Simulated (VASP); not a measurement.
## TiO2: single point with BLYP+D3(BJ)

TiO2:

```
Ti O
1.0
     4.56897    0.00000    0.00000
     0.00000    4.56897    0.00000
     0.00000    0.00000    2.93935
Ti O
2 4
Direct
  0.00000 0.00000 0.50000
  0.50000 0.50000 0.00000
  0.30432 0.30432 0.50000
  0.19568 0.80432 0.00000
  0.80432 0.19568 0.00000
  0.69568 0.69568 0.50000
```

```
Program                : VASP 6.6.1
Task                   : single point
Functional             : BLYP
Dispersion             : D3(BJ)
Potentials or basis    : VASP PAW PBE potentials, release 64 (Ti_sv, O)
Cutoff                 : 520 eV
k mesh                 : 6 × 6 × 9
Occupations            : fermi-dirac, width 0.05 eV
Spin                   : no spin polarisation
Dipole correction      : no
Further INCAR settings : ALGO = Normal; EDIFF = 1e-07; NBANDS = 33
```

```json
{
  "Pressure": "7.4 GPa",
  "Largest force": "0.214 eV/Å",
  "Band gap on the k mesh": "1.88 eV, direct",
  "Dispersion energy per atom": "-0.553 eV"
}
```

Forces on the atoms (eV/Å):
```
Ti   0.000  0.000  0.000
Ti   0.000  0.000  0.000
O   -0.151 -0.151  0.000
O    0.151 -0.151  0.000
O   -0.151  0.151  0.000
O    0.151  0.151  0.000
```

Stress tensor (GPa, compression positive):
```
6.70 0.00 0.00
0.00 6.70 0.00
0.00 0.00 8.82
```

Levels at points of the mesh, in eV from the valence-band top:
```tsv
k point	band 22	band 23	band 24	band 25	band 26	band 27
(0.00, 0.00, 0.00)	-0.46	-0.46	0.00	1.88	2.20	2.41
(0.50, 0.00, 0.00)	-1.65	-0.74	-0.74	2.57	2.57	3.06
(0.50, 0.50, 0.00)	-1.30	-1.07	-1.07	1.93	1.93	2.54
```

Wall time 110 s on 1 thread of Intel(R) Xeon(R) Platinum 8259CL CPU @ 2.50GHz (Skylake/Cascade Lake) (shared host), peak memory 0.22 GiB.

Caveat: the PAW data sets were made with another functional, which shifts forces and pressure a little. A k mesh can miss the band edges.
